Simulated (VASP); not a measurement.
A run of VASP 6.6.1 is set up as follows.

Contents of POSCAR:

```
BAs
1.0
    0.0000000000      2.3918676038      2.3918676038
    2.3918676038      0.0000000000      2.3918676038
    2.3918676038      2.3918676038      0.0000000000
B As
1 1
Direct
    0.0000000000      0.0000000000      0.0000000000
    0.2500000000      0.2500000000      0.2500000000
```

File INCAR.step1:

```
PREC     = Accurate       # precision mode
ENCUT    = 520            # plane-wave cutoff, eV
ISMEAR   = 0              # smearing method
SIGMA    = 0.01           # smearing width, eV
LREAL    = F              # projectors in reciprocal space
LASPH    = T              # aspherical terms in the spheres
NELM     = 100            # most SCF steps
NBANDS   = 11             # bands
GGA      = PE             # functional
ALGO     = Normal         # electronic algorithm
EDIFF    = 1E-4           # SCF threshold, eV
LWAVE    = T              # write WAVECAR
LCHARG   = F              # write CHGCAR
```

The input INCAR.step2:

```
PREC     = Accurate       # precision mode
ENCUT    = 520            # plane-wave cutoff, eV
EDIFF    = 1E-6           # SCF threshold, eV
ISMEAR   = 0              # smearing method
SIGMA    = 0.01           # smearing width, eV
LREAL    = F              # projectors in reciprocal space
LASPH    = T              # aspherical terms in the spheres
NELM     = 100            # most SCF steps
ALGO     = Normal         # electronic algorithm
ISIF     = 2              # what is computed and relaxed
LWAVE    = F              # write WAVECAR
LCHARG   = F              # write CHGCAR
METAGGA  = R2SCAN         # meta-GGA
LMIXTAU  = T            
NBANDS   = 11             # bands
ISTART   = 1
```

The input KPOINTS:

```
Automatic mesh
0
Gamma
  8 8 8
```

Potentials or basis: VASP PAW PBE potentials, release 64 (B, As).

The run is started by

```bash
$ cat potpaw_PBE.64/B/POTCAR potpaw_PBE.64/As/POTCAR > POTCAR
$ cp INCAR.step1 INCAR
$ mpirun -np 1 vasp_std > vasp.out
$ cp INCAR.step2 INCAR
$ mpirun -np 1 vasp_std > vasp.out
```

**Question.** Predict the pressure.

**Answer.** 0.3 GPa.

**Question.** Estimate the band gap on the k mesh.

**Answer.** 1.39 eV, indirect (least direct gap 3.44 eV).

Caveat: the PAW data sets were made with another functional, which shifts forces and pressure a little. A k mesh can miss the band edges.
